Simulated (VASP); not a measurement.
# BN (F-43m) in VASP: notebook, part 2 of 2

VASP 6.6.1. Earlier steps stand in the parts before.

## (3) Single point, r2SCAN

POSCAR

```
BN
1.0
    0.0000000000      1.8048254535      1.8048254535
    1.8048254535      0.0000000000      1.8048254535
    1.8048254535      1.8048254535      0.0000000000
B N
1 1
Direct
    0.0000000000      0.0000000000      0.0000000000
    0.2500000000      0.2500000000      0.2500000000
```

INCAR.step1

```
SYSTEM = BN
ALGO = Normal
EDIFF = 1E-5
ENCUT = 1460
GGA = PE
GGA_COMPAT = .False.
ISMEAR = 0
LASPH = .True.
LCHARG = .False.
LREAL = .False.
LWAVE = .True.
NBANDS = 11
NELM = 120
PREC = Accurate
SIGMA = 0.01
```

INCAR.step2

```
SYSTEM = BN
ALGO = Normal
EDIFF = 1E-6
ENCUT = 1460
GGA_COMPAT = .False.
ISIF = 2
ISMEAR = 0
ISTART = 1
LASPH = .True.
LCHARG = .False.
LMIXTAU = .True.
LREAL = .False.
LWAVE = .False.
METAGGA = R2SCAN
NBANDS = 11
NELM = 120
PREC = Accurate
SIGMA = 0.01
```

KPOINTS

```
k-points
0
Gamma
  12 12 12
  0 0 0
```

Potentials or basis: VASP PAW PBE potentials, release 64 (B_h, N_h).

Started as:

```bash
cat potpaw_PBE.64/B_h/POTCAR potpaw_PBE.64/N_h/POTCAR > POTCAR
cp INCAR.step1 INCAR
mpirun -np 1 vasp_std > vasp.out
cp INCAR.step2 INCAR
mpirun -np 1 vasp_std > vasp.out
```

OUTCAR:

```text
SYSTEM = BN
   EDIFF = 1E-6
   ENCUT = 1460
   ISIF = 2
   ISMEAR = 0
   ISTART = 1
   LASPH = .True.
   LREAL = .False.
   METAGGA = R2SCAN
   NELM = 120
   PREC = Accurate

 ion  position               nearest neighbor table
   1  0.000  0.000  0.000-
   2  0.250  0.250  0.250-

  LATTYP: Found a face centered cubic cell.
 ALAT       =     3.6096509070

  Lattice vectors:

 A1 = (   0.0000000000,   1.8048254535,   1.8048254535)
 A2 = (   1.8048254535,   0.0000000000,   1.8048254535)
 A3 = (   1.8048254535,   1.8048254535,   0.0000000000)

Analysis of symmetry for initial positions (statically):
=====================================================================
 Subroutine PRICEL returns:
 Original cell was already a primitive cell.

 Routine SETGRP: Setting up the symmetry group for a
 face centered cubic supercell.

 Subroutine GETGRP returns: Found 24 space group operations
 (whereof 24 operations were pure point group operations)
 out of a pool of 48 trial point group operations.

The static configuration has the point symmetry T_d .

Analysis of symmetry for dynamics (positions and initial velocities):
=====================================================================
 Subroutine PRICEL returns:
 Original cell was already a primitive cell.

 Routine SETGRP: Setting up the symmetry group for a
 face centered cubic supercell.

 Subroutine GETGRP returns: Found 24 space group operations
 (whereof 24 operations were pure point group operations)
 out of a pool of 48 trial point group operations.

The dynamic configuration has the point symmetry T_d .

 Subroutine INISYM returns: Found 24 space group operations
 (whereof 24 operations are pure point group operations),
 and found     1 'primitive' translations

----------------------------------------------------------------------------------------

                                     Primitive cell

  volume of cell :      11.7581

  direct lattice vectors                    reciprocal lattice vectors
     0.000000000  1.804825453  1.804825453    -0.277035100  0.277035100  0.277035100
     1.804825453  0.000000000  1.804825453     0.277035100 -0.277035100  0.277035100
     1.804825453  1.804825453  0.000000000     0.277035100  0.277035100 -0.277035100

  length of vectors
     2.552408634  2.552408634  2.552408634     0.479838869  0.479838869  0.479838869

  position of ions in fractional coordinates (direct lattice)
     0.000000000  0.000000000  0.000000000
     0.250000000  0.250000000  0.250000000

  ion indices of the primitive-cell ions
   primitive index   ion index
                 1           1
                 2           2

----------------------------------------------------------------------------------------

 KPOINTS: k-points

Automatic generation of k-mesh.
 Grid dimensions read from file:
 generate k-points for:   12   12   12

 Generating k-lattice:

  Cartesian coordinates                     Fractional coordinates (reciprocal lattice)
    -0.023086258  0.023086258  0.023086258     0.083333333  0.000000000  0.000000000
     0.023086258 -0.023086258  0.023086258     0.000000000  0.083333333  0.000000000
     0.023086258  0.023086258 -0.023086258     0.000000000  0.000000000  0.083333333

  Length of vectors
     0.039986572  0.039986572  0.039986572

  Shift w.r.t. Gamma in fractional coordinates (k-lattice)
     0.000000000  0.000000000  0.000000000

 Subroutine IBZKPT returns following result:
 ===========================================

 Found     72 irreducible k-points:

 Following reciprocal coordinates:
            Coordinates               Weight
  0.000000  0.000000  0.000000      1.000000
  0.083333  0.000000  0.000000      8.000000
  0.166667  0.000000  0.000000      8.000000
  0.250000  0.000000  0.000000      8.000000
  0.333333  0.000000  0.000000      8.000000
  0.416667  0.000000  0.000000      8.000000
[... 16 lines left out ...]
  0.500000  0.166667  0.000000     24.000000
 -0.416667  0.166667  0.000000     24.000000
 [... further k-points ...]
   k-points           NKPTS =     72   k-points in BZ     NKDIM =     72   number of bands    NBANDS=     11
   number of dos      NEDOS =    301   number of ions     NIONS =      2
   total plane-waves  NPLWV =  32768
   dimension x,y,z NGX =    32 NGY =   32 NGZ =   32
   dimension x,y,z NGXF=    64 NGYF=   64 NGZF=   64
   ions per type =               1   1
   NGX,Y,Z   is equivalent  to a cutoff of  20.84, 20.84, 20.84 a.u.
   NGXF,Y,Z  is equivalent  to a cutoff of  41.69, 41.69, 41.69 a.u.
 SYSTEM =  BN
   PREC   = accura    normal or accurate (medium, high low for compatibility)
   ISTART =      1    job   : 0-new  1-cont  2-samecut
   ICHARG =      0    charge: 1-file 2-atom 10-const
   ISPIN  =      1    spin polarized calculation?
   LNONCOLLINEAR =      F non collinear calculations
   LSORBIT =      F    spin-orbit coupling
   LASPH  =      T    aspherical Exc in radial PAW
   ENCUT  = 1460.0 eV 107.31 Ry   10.36 a.u.   7.95  7.95  7.95*2*pi/ulx,y,z
   NELM   =    120;   NELMIN=  2; NELMDL=  0     # of ELM steps
   EDIFF  = 0.1E-05   stopping-criterion for ELM
   LREAL  =      F    real-space projection
[... 7 lines left out ...]
   TEBEG  =    0.0;   TEEND  =   0.0 temperature during run
   PSTRESS=    0.0 pullay stress
   NELECT =       8.0000    total number of electrons
   NUPDOWN=      -1.0000    fix difference up-down
   EMIN   =  10.00;   EMAX   =-10.00  energy-range for DOS
   EFERMI =   0.00;   METHOD = LEGACY
   ISMEAR =     0;   SIGMA  =   0.01  broadening in eV -4-tet -1-fermi 0-gaus
   EFERMI_NEDOS =   21; number of points for ismear=-14 and -15
   IALGO  =     38    algorithm
   IMIX   =      4    mixing-type and parameters
     AMIX     =   0.40;   BMIX     =  1.00
     AMIX_MAG =   1.60;   BMIX_MAG =  1.00
  volume/ion in A,a.u.               =       5.88        39.67
  Fermi-wavevector in a.u.,A,eV,Ry     =   1.439880  2.720979 28.208337  2.073254
  Thomas-Fermi vector in A             =   2.558686
   LORBIT       =      0    0 simple, 1 ext, 2 COOP (PROOUT), +10 PAW based schemes
   METAGGA = R2SCAN    functional components
   LHFCALC =     F    Hartree Fock is set to
   AEXX    =    0.0000 exact exchange contribution
   IVDW    =     0    specifies the selected vdW correction
   LEPSILON=     F    determine dielectric tensor
   LRPA    =     F    only Hartree local field effects (RPA)
 non-spin polarized calculation
 Gauss-broadening in eV      SIGMA  =   0.01
  energy-cutoff  :     1460.00
  volume of cell :       11.76
 maximum number of plane-waves:      1524
   NGX = 15   NGY = 15   NGZ = 15

 number of electron       8.0000000 magnetization

 Free energy of the ion-electron system (eV)
  ---------------------------------------------------
  ext. energy  EPLUGINS =         0.00000000
  ---------------------------------------------------
  free energy    TOTEN  =       -19.20399582 eV

  energy without entropy =      -19.20399582  energy(sigma->0) =      -19.20399582

 E-fermi :   9.0463     XC(G=0): -13.7800

 val. band max:        8.9852942841   @ k =   0.0000   0.0000   0.0000
 cond. band min:      13.9833144768   @ k =   0.5000   0.5000   0.0000
 fundamental gap:      4.9980201927
 Fermi energy:         9.0463033640

 k-point     1 :       0.0000    0.0000    0.0000
  band No.  band energies     occupation
      1     -12.3489      2.00000
      2       8.9853      2.00000
      3       8.9853      2.00000
      4       8.9853      2.00000
      5      18.5570      0.00000
      6      18.5570      0.00000
      7      18.5570      0.00000
      8      20.1250      0.00000
      9      35.2146      0.00000
     10      37.7429      0.00000
     11      37.7429      0.00000

 k-point     2 :       0.0833    0.0000    0.0000
  band No.  band energies     occupation
      1     -12.1734      2.00000
      2       8.0320      2.00000
      3       8.7988      2.00000
      4       8.7988      2.00000
      5      18.7814      0.00000
      6      18.8456      0.00000
      7      18.8456      0.00000
      8      20.7134      0.00000
      9      35.0097      0.00000
     10      35.6466      0.00000
     11      35.6466      0.00000
[... 295 lines left out ...]
 k-point    24 :      -0.4167    0.1667    0.0000
  band No.  band energies     occupation
      1      -7.6552      2.00000
      2      -1.4120      2.00000
      3       4.6779      2.00000
      4       6.3147      2.00000
      5      19.0269      0.00000
      6      22.0591      0.00000
      7      22.1473      0.00000
      8      25.8715      0.00000
      9      31.4120      0.00000
     10      35.6087      0.00000
     11      37.3376      0.00000

 [... further k-points ...]

------------------------ aborting loop because EDIFF is reached ----------------------------------------

  FORCE on cell =-STRESS in cart. coord.  units (eV):
  Direction    XX          YY          ZZ          XY          YZ          ZX
  --------------------------------------------------------------------------------------
  -------------------------------------------------------------------------------------
  Total       -0.0320736     -0.0320736     -0.0320736      0.0000000      0.0000000     -0.0000000
  in kB       -4.3704155     -4.3704155     -4.3704155      0.0000000      0.0000000     -0.0000000
  external PRESSURE =      -4.3704155 kB  Pullay stress =       0.0000000 kB

 VOLUME and BASIS-vectors are now :
 -----------------------------------------------------------------------------
  energy-cutoff  :     1460.00
  volume of cell :       11.76
      direct lattice vectors                 reciprocal lattice vectors
     0.000000000  1.804825453  1.804825453    -0.277035100  0.277035100  0.277035100
     1.804825453  0.000000000  1.804825453     0.277035100 -0.277035100  0.277035100
     1.804825453  1.804825453  0.000000000     0.277035100  0.277035100 -0.277035100

 POSITION                                       TOTAL-FORCE (eV/Angst)
 -----------------------------------------------------------------------------------
      0.00000      0.00000      0.00000        -0.000000      0.000000      0.000000
      0.90241      0.90241      0.90241         0.000000     -0.000000     -0.000000
 -----------------------------------------------------------------------------------
    total drift:                               -0.000000     -0.000000     -0.000000

  FREE ENERGIE OF THE ION-ELECTRON SYSTEM (eV)
  ---------------------------------------------------
  free  energy   TOTEN  =       -19.2039958245 eV

  energy  without entropy=      -19.2039958245  energy(sigma->0) =      -19.20399582
```

It took 53 s on 1 thread of Intel Xeon 6975P-C (Granite Rapids), shared host; peak memory 0.2 GiB.

Results:

* Free energy: -19.2040 eV
* Pressure: -0.4 GPa
* Band gap on the k mesh: 5.00 eV (least direct gap 9.57 eV)

Caveat: the PAW data sets were made with another functional, which shifts forces and pressure a little. A k mesh can miss the band edges.
